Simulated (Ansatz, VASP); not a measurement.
**AlNi3 in VASP and in Ansatz**

```xyz
4
Lattice="0.0691 2.8628 2.8628 2.8628 0.0691 2.8628 2.8628 2.8628 0.0691" Properties=species:S:1:pos:R:3 pbc="T T T"
Al    2.8974    2.8974    2.8974
Ni    1.4487    1.4487    1.4487
Ni    0.0000    0.0000    0.0000
Ni    4.3461    4.3461    4.3461
```

Alike in both runs: task single point; functional PBEsol; k mesh 14 × 14 × 14; occupations gaussian, width 0.15 eV; no spin polarisation.

|  | VASP | Ansatz |
| --- | --- | --- |
| version | VASP 6.6.1 | Ansatz 0.2.0 |
| potentials or method | VASP PAW PBE potentials, release 64 (Al, Ni), cutoff 520 eV | scalar-relativistic, plane waves, PAW |
| valence electrons in the cell | 33 | 57 |

```tsv
	VASP	Ansatz	Ansatz less VASP
gap on the k mesh at the Fermi level (eV)	none	none	-
pressure (GPa)	-5.5	-5.6	-0.10
traceless stress, the component that is largest in VASP (GPa)	-3.11	-3.13	-0.027
rms of the force components (eV/Å)	0.014	0.015	+0.0013
```

VASP's potentials were made for PBE, not for PBEsol, and Ansatz warns of the same on its side. Atom by atom the forces differ by 0.001 eV/Å (rms over components). A gap of «none» marks a metal or a gap that the smearing closes. VASP's potentials hold 33 valence electrons a cell and Ansatz's 57, so a difference there can come from the potentials and not from the codes.
